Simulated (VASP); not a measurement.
## Na: single point with PBE

Crystal: Na.

```xyz
2
Lattice="3.7948 0.0000 0.0000 -1.8974 3.2864 0.0000 0.0000 0.0000 6.1030" Properties=species:S:1:pos:R:3 pbc="T T T"
Na   -0.7093    2.1909    1.5258
Na    2.6067    1.0955    4.5773
```

This cell differs from its parent crystal: atoms displaced along a vibrational mode, the cell strained.

```json
{
  "Program": "VASP 6.6.1",
  "Task": "single point",
  "Functional": "PBE",
  "Potentials or basis": "VASP PAW PBE potentials, release 64 (Na_pv)",
  "Cutoff": "520 eV",
  "k mesh": "15 × 15 × 8",
  "Occupations": "gaussian, width 0.15 eV",
  "Spin": "no spin polarisation"
}
```

* Pressure: 0.0 GPa
* Largest force: 0.155 eV/Å
* Band gap on the k mesh: zero (bands 7 and 8 overlap by 4.26 eV)

Forces on the atoms (eV/Å):
```
Na   0.060  0.143  0.000
Na  -0.060 -0.143  0.000
```

Stress tensor (GPa, compression positive):
```
-0.79  0.33  0.00
 0.33 -0.26  0.00
 0.00  0.00  0.96
```

Levels at points of the mesh, in eV from the Fermi level:
| k point | band 4 | band 5 | band 6 | band 7 | band 8 | band 9 | band 10 | band 11 |
| --- | --- | --- | --- | --- | --- | --- | --- | --- |
| (0.00, 0.00, 0.00) | -24.99 | -24.99 | -24.99 | -3.24 | 0.60 | 1.03 | 9.59 | 9.78 |
| (0.00, 0.00, 0.50) | -24.99 | -24.99 | -24.99 | -2.20 | -2.20 | 5.57 | 5.57 | 10.36 |

Wall time 2.7 min on 1 thread of Intel(R) Xeon(R) 6975P-C (Granite Rapids) (shared host), peak memory 0.52 GiB.

Caveat: the cell differs from its parent crystal (atoms displaced along a vibrational mode, the cell strained).
